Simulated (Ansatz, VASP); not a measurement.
Two plane-wave programs on BP

```xyz
2
Lattice="2.2683 2.2683 0.0000 -2.2683 2.2683 0.0000 0.0000 2.2683 2.2683" Properties=species:S:1:pos:R:3 pbc="T T T"
B     0.0000    0.0000    0.0000
P     1.1341    3.4024    1.1341
```

Alike in both runs: task single point; functional r2SCAN; k mesh 8 × 8 × 8; no spin polarisation.

```csv
,VASP,Ansatz
version,VASP 6.6.1,Ansatz 0.2.0
potentials or method,"VASP PAW PBE potentials, release 64 (B, P)","PAW with Ansatz's default frozen-core files, scalar-relativistic"
plane-wave cutoff (eV),550,500
occupations,"gaussian, width 0.01 eV",fixed
valence electrons in the cell,8,8
```

```tsv
	VASP	Ansatz	Ansatz less VASP
gap on the k mesh at the Fermi level (eV)	1.48	1.45	-0.030
pressure (GPa)	-0.5	0.0	+0.51
```

VASP's potentials were made for PBE, not for r2SCAN.
